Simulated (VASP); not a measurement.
# Ba (Immm) in VASP: a series of runs

Runs on Ba. Level: LDA. Tasks: single point.

All numbers are computed with VASP 6.6.1; they aren't measurements. Logs are shortened: lines on timing, memory, paths and dates and some standing lists are left out, and cuts for length are marked.

## (1) The cell of the first run

The structure is orthorhombic, space group Immm (No. 71). Conventional cell: a = 4.500 Å, b = 5.000 Å, c = 5.500 Å, α = 90.00°, β = 90.00°, γ = 90.00°. Ba (site symmetry mmm) has 14 Ba at 4.34 to 5.50 Å within 5.7 Å.

## (2) Single point, LDA (strain -0.1000 x Voigt [1, -1, 0, 0, 0, 0])

INCAR

```
PREC     = Accurate       # precision mode
ENCUT    = 520            # plane-wave cutoff, eV
EDIFF    = 1E-6           # SCF threshold, eV
ISMEAR   = 0              # smearing method
SIGMA    = 0.15           # smearing width, eV
LREAL    = False          # projectors in reciprocal space
LASPH    = True           # aspherical terms in the spheres
NELM     = 80             # most SCF steps
ALGO     = Fast           # electronic algorithm
ISIF     = 2              # what is computed and relaxed
LWAVE    = False          # write WAVECAR
LCHARG   = False          # write CHGCAR
NBANDS   = 11             # bands
```

KPOINTS

```
Automatic mesh
0
Gamma
  14 14 14
```

POSCAR

```
Ba
1.0
   -2.2500000000      2.7500000000      2.5000000000
    2.2500000000     -2.7500000000      2.5000000000
    2.2500000000      2.7500000000     -2.5000000000
Ba
1
Direct
    0.0000000000      0.0000000000      0.0000000000
```

Potentials or basis: VASP PAW LDA potentials, release 64 (Ba_sv).

On the command line:

```bash
> cat potpaw_LDA.64/Ba_sv/POTCAR > POTCAR
> mpirun -np 1 vasp_std > vasp.out
```

OUTCAR:

```text
PREC = Accurate
   ENCUT = 520
   EDIFF = 1E-6
   ISMEAR = 0
   LREAL = False
   LASPH = True
   NELM = 80
   ISIF = 2

 ion  position               nearest neighbor table
   1  0.000  0.000  0.000-

  LATTYP: Found a body centered orthorhombic cell.
 ALAT       =     4.5000000000
 B/A-ratio  =     1.1111111111
 C/A-ratio  =     1.2222222222

  Lattice vectors:

 A1 = (  -2.2500000000,  -2.7500000000,   2.5000000000)
 A2 = (   2.2500000000,  -2.7500000000,  -2.5000000000)
 A3 = (   2.2500000000,   2.7500000000,   2.5000000000)

Analysis of symmetry for initial positions (statically):
=====================================================================
 Subroutine PRICEL returns:
 Original cell was already a primitive cell.

 Routine SETGRP: Setting up the symmetry group for a
 body centered orthorhombic supercell.

 Subroutine GETGRP returns: Found  8 space group operations
 (whereof  8 operations were pure point group operations)
 out of a pool of  8 trial point group operations.

The static configuration has the point symmetry D_2h.

Analysis of symmetry for dynamics (positions and initial velocities):
=====================================================================
 Subroutine PRICEL returns:
 Original cell was already a primitive cell.

 Routine SETGRP: Setting up the symmetry group for a
 body centered orthorhombic supercell.

 Subroutine GETGRP returns: Found  8 space group operations
 (whereof  8 operations were pure point group operations)
 out of a pool of  8 trial point group operations.

The dynamic configuration has the point symmetry D_2h.

 Subroutine INISYM returns: Found  8 space group operations
 (whereof  8 operations are pure point group operations),
 and found     1 'primitive' translations

----------------------------------------------------------------------------------------

                                     Primitive cell

  volume of cell :      61.8750

  direct lattice vectors                    reciprocal lattice vectors
    -2.250000000  2.750000000  2.500000000     0.000000000  0.181818182  0.200000000
     2.250000000 -2.750000000  2.500000000     0.222222222  0.000000000  0.200000000
     2.250000000  2.750000000 -2.500000000     0.222222222  0.181818182  0.000000000

  length of vectors
     4.344536799  4.344536799  4.344536799     0.270292159  0.298969423  0.287124655

  position of ions in fractional coordinates (direct lattice)
     0.000000000  0.000000000  0.000000000

  ion indices of the primitive-cell ions
   primitive index   ion index
                 1           1

----------------------------------------------------------------------------------------

 KPOINTS: Automatic mesh

Automatic generation of k-mesh.
 Grid dimensions read from file:
 generate k-points for:   14   14   14

 Generating k-lattice:

  Cartesian coordinates                     Fractional coordinates (reciprocal lattice)
     0.000000000  0.012987013  0.014285714     0.071428571  0.000000000  0.000000000
     0.015873016  0.000000000  0.014285714     0.000000000  0.071428571  0.000000000
     0.015873016  0.012987013  0.000000000     0.000000000  0.000000000  0.071428571

  Length of vectors
     0.019306583  0.021354959  0.020508904

  Shift w.r.t. Gamma in fractional coordinates (k-lattice)
     0.000000000  0.000000000  0.000000000

 Subroutine IBZKPT returns following result:
 ===========================================

 Found    428 irreducible k-points:

 Following reciprocal coordinates:
            Coordinates               Weight
  0.000000  0.000000  0.000000      1.000000
  0.071429  0.000000  0.000000      4.000000
  0.142857 -0.000000  0.000000      4.000000
  0.214286  0.000000 -0.000000      4.000000
  0.285714 -0.000000  0.000000      4.000000
  0.357143  0.000000 -0.000000      4.000000
[... 16 lines left out ...]
 -0.000000  0.142857  0.000000      4.000000
  0.071429  0.142857  0.000000      8.000000
 [... further k-points ...]
   k-points           NKPTS =    428   k-points in BZ     NKDIM =    428   number of bands    NBANDS=     11
   number of dos      NEDOS =    301   number of ions     NIONS =      1
   total plane-waves  NPLWV =  32768
   dimension x,y,z NGX =    32 NGY =   32 NGZ =   32
   dimension x,y,z NGXF=    64 NGYF=   64 NGZF=   64
   ions per type =               1
   NGX,Y,Z   is equivalent  to a cutoff of  12.24, 12.24, 12.24 a.u.
   NGXF,Y,Z  is equivalent  to a cutoff of  24.49, 24.49, 24.49 a.u.
 SYSTEM =  unknown system
   PREC   = accura    normal or accurate (medium, high low for compatibility)
   ISTART =      0    job   : 0-new  1-cont  2-samecut
   ICHARG =      2    charge: 1-file 2-atom 10-const
   ISPIN  =      1    spin polarized calculation?
   LNONCOLLINEAR =      F non collinear calculations
   LSORBIT =      F    spin-orbit coupling
   LASPH  =      T    aspherical Exc in radial PAW
   ENCUT  =  520.0 eV  38.22 Ry    6.18 a.u.   8.08  8.08  8.08*2*pi/ulx,y,z
   NELM   =     80;   NELMIN=  2; NELMDL= -5     # of ELM steps
   EDIFF  = 0.1E-05   stopping-criterion for ELM
   LREAL  =      F    real-space projection
   EDIFFG = 0.1E-04   stopping-criterion for IOM
   NSW    =      0    number of steps for IOM
   IBRION =     -1    ionic relax: 0-MD 1-quasi-New 2-CG
   NFREE  =      0    steps in history (QN), initial steepest desc. (CG)
   ISIF   =      2    stress and relaxation
   ISYM   =      2    0-nonsym 1-usesym 2-fastsym
   POTIM  = 0.5000    time-step for ionic-motion
   TEBEG  =    0.0;   TEEND  =   0.0 temperature during run
   PSTRESS=    0.0 pullay stress
   NELECT =      10.0000    total number of electrons
   NUPDOWN=      -1.0000    fix difference up-down
   EMIN   =  10.00;   EMAX   =-10.00  energy-range for DOS
   EFERMI =   0.00;   METHOD = LEGACY
   ISMEAR =     0;   SIGMA  =   0.15  broadening in eV -4-tet -1-fermi 0-gaus
   EFERMI_NEDOS =   21; number of points for ismear=-14 and -15
   IALGO  =     68    algorithm
   IMIX   =      4    mixing-type and parameters
     AMIX     =   0.40;   BMIX     =  1.00
     AMIX_MAG =   1.60;   BMIX_MAG =  1.00
  volume/ion in A,a.u.               =      61.88       417.55
  Fermi-wavevector in a.u.,A,eV,Ry     =   0.891736  1.685137 10.819265  0.795194
  Thomas-Fermi vector in A             =   2.013595
   LORBIT       =      0    0 simple, 1 ext, 2 COOP (PROOUT), +10 PAW based schemes
   GGA     = CA    functional components
   LHFCALC =     F    Hartree Fock is set to
   AEXX    =    0.0000 exact exchange contribution
   IVDW    =     0    specifies the selected vdW correction
   LEPSILON=     F    determine dielectric tensor
   LRPA    =     F    only Hartree local field effects (RPA)
 non-spin polarized calculation
 RMM-DIIS sequential band-by-band and
 Gauss-broadening in eV      SIGMA  =   0.15
  energy-cutoff  :      520.00
  volume of cell :       61.88
 maximum number of plane-waves:      1688
   NGX = 17   NGY = 17   NGZ = 17

 number of electron      10.0000000 magnetization

 number of electron       9.9999999 magnetization

 Free energy of the ion-electron system (eV)
  ---------------------------------------------------
  ext. energy  EPLUGINS =         0.00000000
  ---------------------------------------------------
  free energy    TOTEN  =        -2.21094846 eV

  energy without entropy =       -2.19718308  energy(sigma->0) =       -2.20406577

 E-fermi :   1.5153     XC(G=0):  -7.6727

 val. band max:        1.5139832926   @ k =  -0.3571   0.4286   0.3571
 cond. band min:       1.5263832715   @ k =  -0.4286  -0.3571   0.1429
 fundamental gap:      0.0123999789
 Fermi energy:         1.5153242009

 k-point     1 :       0.0000    0.0000    0.0000
  band No.  band energies     occupation
      1     -27.3049      2.00000
      2     -12.2635      2.00000
      3     -12.2600      2.00000
      4     -12.2403      2.00000
      5      -1.2739      2.00000
      6       2.7336      0.00000
      7       3.4886      0.00000
      8       3.8837      0.00000
      9       3.9608      0.00000
     10       5.3473      0.00000
     11       7.9207      0.00000

 k-point     2 :       0.0714    0.0000    0.0000
  band No.  band energies     occupation
      1     -27.3028      2.00000
      2     -12.2882      2.00000
      3     -12.2608      2.00000
      4     -12.2459      2.00000
      5      -1.1849      2.00000
      6       2.7283      0.00000
      7       3.5081      0.00000
      8       3.7988      0.00000
      9       3.9740      0.00000
     10       5.2842      0.00000
     11       8.1194      0.00000

 k-point     3 :       0.1429   -0.0000    0.0000
  band No.  band energies     occupation
      1     -27.2970      2.00000
      2     -12.3605      2.00000
      3     -12.2617      2.00000
      4     -12.2584      2.00000
      5      -0.9317      2.00000
      6       2.6741      0.00000
      7       3.4721      0.00000
      8       3.6627      0.00000
      9       4.1254      0.00000
     10       5.1425      0.00000
     11       8.5218      0.00000

 k-point     4 :       0.2143    0.0000   -0.0000
  band No.  band energies     occupation
      1     -27.2886      2.00000
      2     -12.4622      2.00000
      3     -12.2844      2.00000
      4     -12.2549      2.00000
      5      -0.5569      2.00000
      6       2.5280      0.00000
      7       3.3298      0.00000
      8       3.6459      0.00000
      9       4.5008      0.00000
     10       5.0081      0.00000
     11       8.4967      0.00000

 k-point     5 :       0.2857   -0.0000    0.0000
  band No.  band energies     occupation
      1     -27.2792      2.00000
      2     -12.5715      2.00000
      3     -12.3092      2.00000
      4     -12.2510      2.00000
      5      -0.1360      2.00000
      6       2.3793      0.00000
      7       3.1596      0.00000
      8       3.7248      0.00000
      9       4.9432      0.00000
     10       5.0429      0.00000
     11       8.0944      0.00000
[... 211 lines left out ...]
 k-point    21 :      -0.1429    0.0714    0.0000
  band No.  band energies     occupation
      1     -27.2985      2.00000
      2     -12.3294      2.00000
      3     -12.2722      2.00000
      4     -12.2556      2.00000
      5      -1.0079      2.00000
      6       2.7411      0.00000
      7       3.3799      0.00000
      8       3.7628      0.00000
      9       4.0385      0.00000
     10       5.1623      0.00000
     11       8.5025      0.00000

 k-point    22 :      -0.0714    0.0714    0.0000
  band No.  band energies     occupation
      1     -27.3023      2.00000
      2     -12.2791      2.00000
      3     -12.2706      2.00000
      4     -12.2514      2.00000
      5      -1.1719      2.00000
      6       2.7687      0.00000
      7       3.4090      0.00000
      8       3.8987      0.00000
      9       3.9178      0.00000
     10       5.2223      0.00000
     11       8.1806      0.00000

 k-point    23 :      -0.0000    0.1429    0.0000
  band No.  band energies     occupation
      1     -27.2948      2.00000
      2     -12.3514      2.00000
      3     -12.2952      2.00000
      4     -12.2660      2.00000
      5      -0.8487      2.00000
      6       2.6291      0.00000
      7       3.4837      0.00000
      8       3.5730      0.00000
      9       4.1173      0.00000
     10       5.0617      0.00000
     11       8.8314      0.00000

 k-point    24 :       0.0714    0.1429    0.0000
  band No.  band energies     occupation
      1     -27.2894      2.00000
      2     -12.4108      2.00000
      3     -12.3080      2.00000
      4     -12.2730      2.00000
      5      -0.5980      2.00000
      6       2.4877      0.00000
      7       3.2193      0.00000
      8       3.8231      0.00000
      9       4.1996      0.00000
     10       5.1549      0.00000
     11       9.1527      0.00000

 [... further k-points ...]

------------------------ aborting loop because EDIFF is reached ----------------------------------------

  FORCE on cell =-STRESS in cart. coord.  units (eV):
  Direction    XX          YY          ZZ          XY          YZ          ZX
  --------------------------------------------------------------------------------------
  -------------------------------------------------------------------------------------
  Total       -0.1823801     -0.5139767     -0.5353035      0.0000000      0.0000000     -0.0000000
  in kB       -4.7225093    -13.3087968    -13.8610285      0.0000000      0.0000000     -0.0000000
  external PRESSURE =     -10.6307782 kB  Pullay stress =       0.0000000 kB

 VOLUME and BASIS-vectors are now :
 -----------------------------------------------------------------------------
  energy-cutoff  :      520.00
  volume of cell :       61.88
      direct lattice vectors                 reciprocal lattice vectors
    -2.250000000  2.750000000  2.500000000     0.000000000  0.181818182  0.200000000
     2.250000000 -2.750000000  2.500000000     0.222222222  0.000000000  0.200000000
     2.250000000  2.750000000 -2.500000000     0.222222222  0.181818182  0.000000000

 POSITION                                       TOTAL-FORCE (eV/Angst)
 -----------------------------------------------------------------------------------
      0.00000      0.00000      0.00000         0.000000      0.000000     -0.000000
 -----------------------------------------------------------------------------------
    total drift:                                0.000000      0.000000     -0.000000

  FREE ENERGIE OF THE ION-ELECTRON SYSTEM (eV)
  ---------------------------------------------------
  free  energy   TOTEN  =        -2.2109484650 eV

  energy  without entropy=       -2.1971830817  energy(sigma->0) =       -2.20406577
```

Run time: 1.8 min. Hardware: 1 thread of AMD EPYC 9R45 (Zen 5), shared host; peak memory 0.35 GiB.

Results:

```yaml
Free_energy: -2.2109 eV
Pressure: -1.1 GPa
Band_gap_on_the_k_mesh: zero (bands 5 and 6 overlap by 0.74 eV)
```

Stress tensor (GPa, compression positive):
```
-0.47  0.00  0.00
 0.00 -1.33  0.00
 0.00  0.00 -1.39
```

Caveat: the cell differs from its parent crystal (strain -0.1000 x Voigt [1, -1, 0, 0, 0, 0]); spin-orbit coupling is left out, which moves the levels of the heavy elements.

## (3) Single point, LDA (strain +0.0875 x Voigt [1, -1, 0, 0, 0, 0])

INCAR

```
ALGO = Fast ; EDIFF = 1E-7
ENCUT = 520 ; ISIF = 2
ISMEAR = 0 ; LASPH = True
LCHARG = False ; LREAL = False
LWAVE = False ; NBANDS = 11
NELM = 80 ; PREC = Accurate
SIGMA = 0.15
```

KPOINTS

```
k-points
0
Gamma
  14 14 14
```

POSCAR

```
Ba
1.0
   -2.7187500000      2.2812500000      2.5000000000
    2.7187500000     -2.2812500000      2.5000000000
    2.7187500000      2.2812500000     -2.5000000000
Ba
1
Direct
    0.0000000000      0.0000000000      0.0000000000
```

Potentials or basis: VASP PAW LDA potentials, release 64 (Ba_sv).

On the command line:

```bash
> cat potpaw_LDA.64/Ba_sv/POTCAR > POTCAR
> mpirun -np 1 vasp_std > vasp.out
```

Run time: 1.8 min. Hardware: 1 thread of AMD EPYC 9R45 (Zen 5), shared host; peak memory 0.35 GiB.

The run converged. Its results:

| Property | Result |
| --- | --- |
| Free energy | -2.2140 eV |
| Pressure | -1.1 GPa |
| Band gap on the k mesh | zero (bands 5 and 6 overlap by 0.77 eV) |

Stress tensor (GPa, compression positive):
```
-1.34  0.00  0.00
 0.00 -0.61  0.00
 0.00  0.00 -1.34
```

Levels at points of the mesh, in eV from the Fermi level:
| k point | band 1 | band 2 | band 3 | band 4 | band 5 | band 6 | band 7 | band 8 | band 9 | band 10 |
| --- | --- | --- | --- | --- | --- | --- | --- | --- | --- | --- |
| (0.00, 0.00, 0.00) | -28.82 | -13.78 | -13.77 | -13.76 | -2.78 | 1.28 | 1.92 | 2.35 | 2.48 | 3.78 |
| (0.50, 0.00, 0.00) | -28.77 | -14.26 | -13.95 | -13.83 | -0.89 | 0.16 | 1.65 | 3.58 | 4.47 | 5.25 |
| (0.00, 0.50, 0.00) | -28.78 | -14.27 | -13.88 | -13.76 | -1.01 | 1.09 | 1.26 | 2.33 | 3.54 | 5.07 |
| (0.50, 0.50, 0.00) | -28.77 | -14.28 | -13.92 | -13.80 | -0.93 | 0.62 | 1.41 | 2.72 | 4.39 | 5.03 |
| (0.50, 0.50, 0.50) | -28.74 | -14.19 | -14.10 | -14.01 | -0.69 | -0.46 | 3.50 | 4.38 | 4.61 | 4.76 |

Caveat: the cell differs from its parent crystal (strain +0.0875 x Voigt [1, -1, 0, 0, 0, 0]); spin-orbit coupling is left out, which moves the levels of the heavy elements.

## (4) Single point, LDA (strain +0.0750 x Voigt [1, -1, 0, 0, 0, 0])

INCAR

```
  PREC = Accurate
  ENCUT = 520
  EDIFF = 1E-7
  ISMEAR = 0
  SIGMA = 0.15
  LREAL = False
  LASPH = True
  NELM = 60
  ALGO = Fast
  ISIF = 2
  LWAVE = False
  LCHARG = True
  GGA = CA
  LELF = True
  LVHAR = True
  NBANDS = 11
```

KPOINTS

```
Automatic mesh
0
Gamma
  14 14 14
```

POSCAR

```
Ba
1.0
   -2.6875000000      2.3125000000      2.5000000000
    2.6875000000     -2.3125000000      2.5000000000
    2.6875000000      2.3125000000     -2.5000000000
Ba
1
Direct
    0.0000000000      0.0000000000      0.0000000000
```

On the command line:

```bash
> cat potpaw_LDA.64/Ba_sv/POTCAR > POTCAR
> mpirun -np 1 vasp_std > vasp.out
```

Run time: 1.8 min. Hardware: 1 thread of AMD EPYC 9R45 (Zen 5), shared host; peak memory 0.36 GiB.

Results (log left out):

| Item | Value |
| --- | --- |
| Free energy | -2.2164 eV |
| Pressure | -1.1 GPa |
| Band gap on the k mesh | zero (bands 5 and 6 overlap by 0.82 eV) |

Stress tensor (GPa, compression positive):
```
-1.34  0.00  0.00
 0.00 -0.73  0.00
 0.00  0.00 -1.30
```

Levels at points of the mesh, in eV from the Fermi level:
```tsv
k point	band 3	band 4	band 5	band 6	band 7	band 8
(0.00, 0.00, 0.00)	-13.77	-13.76	-2.78	1.34	1.88	2.26
(0.50, 0.00, 0.00)	-13.95	-13.81	-0.89	0.22	1.60	3.55
(0.00, 0.50, 0.00)	-13.89	-13.76	-0.99	1.13	1.16	2.45
(0.50, 0.50, 0.00)	-13.92	-13.79	-0.93	0.62	1.39	2.80
(0.50, 0.50, 0.50)	-14.10	-14.02	-0.66	-0.47	3.62	4.38
```

Caveat: the cell differs from its parent crystal (strain +0.0750 x Voigt [1, -1, 0, 0, 0, 0]); spin-orbit coupling is left out, which moves the levels of the heavy elements.

## (5) The runs side by side

```csv
cell,further INCAR settings,gap on the mesh (eV),pressure (GPa)
"a = 4.345 Å, angles 117.6, 101.5, 109.7°, 1 atom",ALGO = Fast; EDIFF = 1e-06; NBANDS = 11,none,-1.1
"a = 4.341 Å, angles 102.4, 116.6, 109.7°, 1 atom",ALGO = Fast; EDIFF = 1e-07; NBANDS = 11,none,-1.1
"a = 4.338 Å, angles 103.4, 115.6, 109.6°, 1 atom",ALGO = Fast; EDIFF = 1e-07; NBANDS = 11,none,-1.1
```

Alike in all rows: task single point; level LDA; potentials or basis VASP PAW LDA potentials, release 64 (Ba_sv); no spin polarisation; k mesh 14 × 14 × 14; cutoff (eV) 520; smearing gaussian 0.15 eV.

Caveats: spin-orbit coupling is left out, which moves the levels of the heavy elements.

Absolute energies hang on the potentials; compare differences alone.
